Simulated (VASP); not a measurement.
# CsTa (P4/mmm) in VASP: single point with PBE

Aim: the single point of CsTa with PBE.

All numbers are computed with VASP 6.6.1; they aren't measurements. Logs are shortened: lines on timing, memory, paths and dates and some standing lists are left out, and cuts for length are marked.

## 1. The cell of the first run

Symmetry: P4/mmm, No. 123, tetragonal system. Conventional cell: a = 3.675 Å, b = 3.675 Å, c = 4.816 Å, α = 90.00°, β = 90.00°, γ = 90.00°. Within 4.7 Å of Cs (site symmetry 4/mmm) lie 8 Ta at 3.54 Å and 4 Cs at 3.67 Å. Ta (site symmetry 4/mmm) has 8 Cs at 3.54 Å and 4 Ta at 3.67 Å within 4.7 Å.

## 2. Single point, PBE

File INCAR:

```
SYSTEM = CsTa
PREC = Accurate ; ENCUT = 520
EDIFF = 1E-7 ; ISMEAR = 0
SIGMA = 0.1 ; LREAL = .FALSE.
LASPH = .TRUE. ; NELM = 100
ALGO = Fast ; ISIF = 2
LWAVE = .FALSE. ; LCHARG = .TRUE.
GGA = PE ; LELF = .TRUE.
LVHAR = .TRUE. ; NBANDS = 17
```

File KPOINTS:

```
Automatic mesh
0
G
  6 6 4
  0 0 0
```

File POSCAR:

```
CsTa
1.0
    3.6745884375      0.0000000000      0.0000000000
    0.0000000000      3.6745884375      0.0000000000
    0.0000000000      0.0000000000      4.8163355592
Cs Ta
1 1
Direct
    0.5000000000      0.5000000000      0.5000000000
    0.0000000000      0.0000000000      0.0000000000
```

Potentials or basis: VASP PAW PBE potentials, release 64 (Cs_sv, Ta_pv).

Launch:

```
cat potpaw_PBE.64/Cs_sv/POTCAR potpaw_PBE.64/Ta_pv/POTCAR > POTCAR
mpirun -np 1 vasp_std > vasp.out
```

OUTCAR:

```text
SYSTEM = CsTa
   PREC = Accurate
   ENCUT = 520
   EDIFF = 1E-7
   ISMEAR = 0
   LREAL = .FALSE.
   LASPH = .TRUE.
   NELM = 100
   ISIF = 2
   GGA = PE

 ion  position               nearest neighbor table
   1  0.500  0.500  0.500-
   2  0.000  0.000  0.000-

  LATTYP: Found a simple tetragonal cell.
 ALAT       =     3.6745884375
 C/A-ratio  =     1.3107142857

  Lattice vectors:

 A1 = (   3.6745884375,   0.0000000000,   0.0000000000)
 A2 = (   0.0000000000,   3.6745884375,   0.0000000000)
 A3 = (   0.0000000000,   0.0000000000,   4.8163355592)

Analysis of symmetry for initial positions (statically):
=====================================================================
 Subroutine PRICEL returns:
 Original cell was already a primitive cell.

 Routine SETGRP: Setting up the symmetry group for a
 simple tetragonal supercell.

 Subroutine GETGRP returns: Found 16 space group operations
 (whereof 16 operations were pure point group operations)
 out of a pool of 16 trial point group operations.

The static configuration has the point symmetry D_4h.

Analysis of symmetry for dynamics (positions and initial velocities):
=====================================================================
 Subroutine PRICEL returns:
 Original cell was already a primitive cell.

 Routine SETGRP: Setting up the symmetry group for a
 simple tetragonal supercell.

 Subroutine GETGRP returns: Found 16 space group operations
 (whereof 16 operations were pure point group operations)
 out of a pool of 16 trial point group operations.

The dynamic configuration has the point symmetry D_4h.

 Subroutine INISYM returns: Found 16 space group operations
 (whereof 16 operations are pure point group operations),
 and found     1 'primitive' translations

----------------------------------------------------------------------------------------

                                     Primitive cell

  volume of cell :      65.0331

  direct lattice vectors                    reciprocal lattice vectors
     3.674588438  0.000000000  0.000000000     0.272139320  0.000000000  0.000000000
     0.000000000  3.674588438  0.000000000     0.000000000  0.272139320  0.000000000
     0.000000000  0.000000000  4.816335559     0.000000000  0.000000000  0.207626729

  length of vectors
     3.674588438  3.674588438  4.816335559     0.272139320  0.272139320  0.207626729

  position of ions in fractional coordinates (direct lattice)
     0.500000000  0.500000000  0.500000000
     0.000000000  0.000000000  0.000000000

  ion indices of the primitive-cell ions
   primitive index   ion index
                 1           1
                 2           2

----------------------------------------------------------------------------------------

 KPOINTS: Automatic mesh

Automatic generation of k-mesh.
 Grid dimensions read from file:
 generate k-points for:    6    6    4

 Generating k-lattice:

  Cartesian coordinates                     Fractional coordinates (reciprocal lattice)
     0.045356553  0.000000000  0.000000000     0.166666667  0.000000000  0.000000000
     0.000000000  0.045356553  0.000000000     0.000000000  0.166666667  0.000000000
     0.000000000  0.000000000  0.051906682     0.000000000  0.000000000  0.250000000

  Length of vectors
     0.045356553  0.045356553  0.051906682

  Shift w.r.t. Gamma in fractional coordinates (k-lattice)
     0.000000000  0.000000000  0.000000000

 Subroutine IBZKPT returns following result:
 ===========================================

 Found     30 irreducible k-points:

 Following reciprocal coordinates:
            Coordinates               Weight
  0.000000  0.000000  0.000000      1.000000
  0.166667  0.000000  0.000000      4.000000
  0.333333  0.000000  0.000000      4.000000
  0.500000  0.000000  0.000000      2.000000
  0.166667  0.166667  0.000000      4.000000
  0.333333  0.166667  0.000000      8.000000
[... 16 lines left out ...]
  0.333333  0.000000  0.500000      4.000000
  0.500000  0.000000  0.500000      2.000000
 [... further k-points ...]
   k-points           NKPTS =     30   k-points in BZ     NKDIM =     30   number of bands    NBANDS=     17
   number of dos      NEDOS =    301   number of ions     NIONS =      2
   total plane-waves  NPLWV =  28224
   dimension x,y,z NGX =    28 NGY =   28 NGZ =   36
   dimension x,y,z NGXF=    56 NGYF=   56 NGZF=   72
   ions per type =               1   1
   NGX,Y,Z   is equivalent  to a cutoff of  12.67, 12.67, 12.43 a.u.
   NGXF,Y,Z  is equivalent  to a cutoff of  25.34, 25.34, 24.85 a.u.
 SYSTEM =  CsTa
   PREC   = accura    normal or accurate (medium, high low for compatibility)
   ISTART =      0    job   : 0-new  1-cont  2-samecut
   ICHARG =      2    charge: 1-file 2-atom 10-const
   ISPIN  =      1    spin polarized calculation?
   LNONCOLLINEAR =      F non collinear calculations
   LSORBIT =      F    spin-orbit coupling
   LASPH  =      T    aspherical Exc in radial PAW
   ENCUT  =  520.0 eV  38.22 Ry    6.18 a.u.   6.83  6.83  8.96*2*pi/ulx,y,z
   NELM   =    100;   NELMIN=  2; NELMDL= -5     # of ELM steps
   EDIFF  = 0.1E-06   stopping-criterion for ELM
   LREAL  =      F    real-space projection
   EDIFFG = 0.1E-05   stopping-criterion for IOM
   NSW    =      0    number of steps for IOM
   IBRION =     -1    ionic relax: 0-MD 1-quasi-New 2-CG
   NFREE  =      0    steps in history (QN), initial steepest desc. (CG)
   ISIF   =      2    stress and relaxation
   ISYM   =      2    0-nonsym 1-usesym 2-fastsym
   POTIM  = 0.5000    time-step for ionic-motion
   TEBEG  =    0.0;   TEEND  =   0.0 temperature during run
   PSTRESS=    0.0 pullay stress
   NELECT =      20.0000    total number of electrons
   NUPDOWN=      -1.0000    fix difference up-down
   EMIN   =  10.00;   EMAX   =-10.00  energy-range for DOS
   EFERMI =   0.00;   METHOD = LEGACY
   ISMEAR =     0;   SIGMA  =   0.10  broadening in eV -4-tet -1-fermi 0-gaus
   EFERMI_NEDOS =   21; number of points for ismear=-14 and -15
   IALGO  =     68    algorithm
   IMIX   =      4    mixing-type and parameters
     AMIX     =   0.40;   BMIX     =  1.00
     AMIX_MAG =   1.60;   BMIX_MAG =  1.00
  volume/ion in A,a.u.               =      32.52       219.43
  Fermi-wavevector in a.u.,A,eV,Ry     =   1.105028  2.088201 16.613908  1.221088
  Thomas-Fermi vector in A             =   2.241510
   LORBIT       =      0    0 simple, 1 ext, 2 COOP (PROOUT), +10 PAW based schemes
   GGA     = PE    functional components
   LHFCALC =     F    Hartree Fock is set to
   AEXX    =    0.0000 exact exchange contribution
   IVDW    =     0    specifies the selected vdW correction
   LEPSILON=     F    determine dielectric tensor
   LRPA    =     F    only Hartree local field effects (RPA)
 non-spin polarized calculation
 RMM-DIIS sequential band-by-band and
 Gauss-broadening in eV      SIGMA  =   0.10
  energy-cutoff  :      520.00
  volume of cell :       65.03
 maximum number of plane-waves:      1776
 NGX is ok and might be reduce to    28
   NGX = 13   NGY = 13   NGZ = 17

 number of electron      19.9999996 magnetization

 Free energy of the ion-electron system (eV)
  ---------------------------------------------------
  ext. energy  EPLUGINS =         0.00000000
  ---------------------------------------------------
  free energy    TOTEN  =        -7.31286966 eV

  energy without entropy =       -7.28929714  energy(sigma->0) =       -7.30108340

 E-fermi :   3.3997     XC(G=0):  -9.8551

 val. band max:        3.3860171250   @ k =   0.3333   0.0000   0.2500
 cond. band min:       3.4031523326   @ k =   0.3333   0.1667   0.5000
 fundamental gap:      0.0171352075
 Fermi energy:         3.3997261687

 k-point     1 :       0.0000    0.0000    0.0000
  band No.  band energies     occupation
      1     -31.8445      2.00000
      2     -31.8007      2.00000
      3     -31.8007      2.00000
      4     -18.7467      2.00000
      5      -5.6866      2.00000
      6      -4.6856      2.00000
[... 9 lines left out ...]
     16       8.5016      0.00000
     17      11.7992      0.00000

 k-point     2 :       0.1667    0.0000    0.0000
  band No.  band energies     occupation
      1     -31.8432      2.00000
      2     -31.8147      2.00000
      3     -31.7996      2.00000
      4     -18.6848      2.00000
      5      -5.6352      2.00000
      6      -5.3828      2.00000
[... 9 lines left out ...]
     16       8.3798      0.00000
     17      10.3530      0.00000

 k-point     3 :       0.3333    0.0000    0.0000
  band No.  band energies     occupation
      1     -31.8426      2.00000
      2     -31.8406      2.00000
      3     -31.7975      2.00000
      4     -18.5560      2.00000
      5      -6.4479      2.00000
      6      -5.5291      2.00000
[... 9 lines left out ...]
     16       7.2379      0.00000
     17       9.1113      0.00000

 k-point     4 :       0.5000    0.0000    0.0000
  band No.  band energies     occupation
      1     -31.8565      2.00000
      2     -31.8393      2.00000
      3     -31.7964      2.00000
      4     -18.4888      2.00000
      5      -6.8924      2.00000
      6      -5.4744      2.00000
[... 9 lines left out ...]
     16       6.4785      0.00000
     17       8.5389      0.00000

 k-point     5 :       0.1667    0.1667    0.0000
  band No.  band energies     occupation
      1     -31.8419      2.00000
      2     -31.8138      2.00000
      3     -31.8133      2.00000
      4     -18.6247      2.00000
      5      -5.5731      2.00000
      6      -5.3981      2.00000
[... 9 lines left out ...]
     16       8.3580      0.00000
     17       8.9657      0.00000

 k-point     6 :       0.3333    0.1667    0.0000
  band No.  band energies     occupation
      1     -31.8413      2.00000
      2     -31.8393      2.00000
      3     -31.8112      2.00000
      4     -18.4997      2.00000
      5      -6.3347      2.00000
      6      -5.4438      2.00000
[... 9 lines left out ...]
     16       7.9096      0.00000
     17       9.0494      0.00000

 k-point     7 :       0.5000    0.1667    0.0000
  band No.  band energies     occupation
      1     -31.8551      2.00000
      2     -31.8380      2.00000
      3     -31.8101      2.00000
      4     -18.4346      2.00000
      5      -6.7648      2.00000
      6      -5.3763      2.00000
[... 9 lines left out ...]
     16       7.6838      0.00000
     17       8.6090      0.00000

 k-point     8 :       0.3333    0.3333    0.0000
  band No.  band energies     occupation
      1     -31.8389      2.00000
      2     -31.8383      2.00000
      3     -31.8368      2.00000
      4     -18.3828      2.00000
      5      -6.1518      2.00000
      6      -5.9945      2.00000
[... 9 lines left out ...]
     16       8.5665      0.00000
     17       9.9083      0.00000
[... 203 lines left out ...]
      1     -31.8521      2.00000
      2     -31.8372      2.00000
      3     -31.8364      2.00000
      4     -18.3157      2.00000
      5      -6.4705      2.00000
      6      -5.9522      2.00000
[... 9 lines left out ...]
     16       9.0734      0.00000
     17      10.2954      0.00000

 k-point    20 :       0.5000    0.5000    0.2500
  band No.  band energies     occupation
      1     -31.8507      2.00000
      2     -31.8507      2.00000
      3     -31.8351      2.00000
      4     -18.2560      2.00000
      5      -6.3547      2.00000
      6      -6.3547      2.00000
[... 9 lines left out ...]
     16       7.0376      0.00000
     17      10.6898      0.00000

 k-point    21 :       0.0000    0.0000    0.5000
  band No.  band energies     occupation
      1     -31.8469      2.00000
      2     -31.8006      2.00000
      3     -31.8006      2.00000
      4     -18.7130      2.00000
      5      -6.4076      2.00000
      6      -4.7150      2.00000
[... 9 lines left out ...]
     16       8.5757      0.00000
     17       8.5776      0.00000

 k-point    22 :       0.1667    0.0000    0.5000
  band No.  band energies     occupation
      1     -31.8455      2.00000
      2     -31.8145      2.00000
      3     -31.7995      2.00000
      4     -18.6577      2.00000
      5      -6.2482      2.00000
      6      -5.3011      2.00000
[... 9 lines left out ...]
     16       8.4076      0.00000
     17       9.1124      0.00000

 k-point    23 :       0.3333    0.0000    0.5000
  band No.  band energies     occupation
      1     -31.8426      2.00000
      2     -31.8422      2.00000
      3     -31.7973      2.00000
      4     -18.5428      2.00000
      5      -6.2598      2.00000
      6      -5.8926      2.00000
[... 9 lines left out ...]
     16       8.0009      0.00000
     17      10.7345      0.00000

 k-point    24 :       0.5000    0.0000    0.5000
  band No.  band energies     occupation
      1     -31.8560      2.00000
      2     -31.8411      2.00000
      3     -31.7963      2.00000
      4     -18.4830      2.00000
      5      -6.6721      2.00000
      6      -5.6900      2.00000
[... 9 lines left out ...]
     16       7.7296      0.00000
     17      10.7448      0.00000

 [... further k-points ...]
[... 5 lines left out ...]
  --------------------------------------------------------------------------------------
  -------------------------------------------------------------------------------------
  Total       -2.1019751     -2.1019751      1.6855397      0.0000000      0.0000000      0.0000000
  in kB      -51.7850025    -51.7850025     41.5255534      0.0000000      0.0000000      0.0000000
  external PRESSURE =     -20.6814839 kB  Pullay stress =       0.0000000 kB

 VOLUME and BASIS-vectors are now :
 -----------------------------------------------------------------------------
  energy-cutoff  :      520.00
  volume of cell :       65.03
      direct lattice vectors                 reciprocal lattice vectors
     3.674588438  0.000000000  0.000000000     0.272139320  0.000000000  0.000000000
     0.000000000  3.674588438  0.000000000     0.000000000  0.272139320  0.000000000
     0.000000000  0.000000000  4.816335559     0.000000000  0.000000000  0.207626729

 POSITION                                       TOTAL-FORCE (eV/Angst)
 -----------------------------------------------------------------------------------
      1.83729      1.83729      2.40817         0.000000      0.000000      0.000000
      0.00000      0.00000      0.00000         0.000000      0.000000      0.000000
 -----------------------------------------------------------------------------------
    total drift:                               -0.000000      0.000000      0.000000

  FREE ENERGIE OF THE ION-ELECTRON SYSTEM (eV)
  ---------------------------------------------------
  free  energy   TOTEN  =        -7.3128696588 eV

  energy  without entropy=       -7.2892971414  energy(sigma->0) =       -7.30108340
```

It took 14 s on 1 thread of Intel Xeon 6975P-C (Granite Rapids), shared host; peak memory 0.18 GiB.

Results:

```
Free energy            : -7.3129 eV
Pressure               : -2.1 GPa
Band gap on the k mesh : zero (band 10 reaches 3.72 eV, above the bottom of band 11 at 2.36 eV)
```

Caveat: spin-orbit coupling is left out, which moves the levels of the heavy elements.
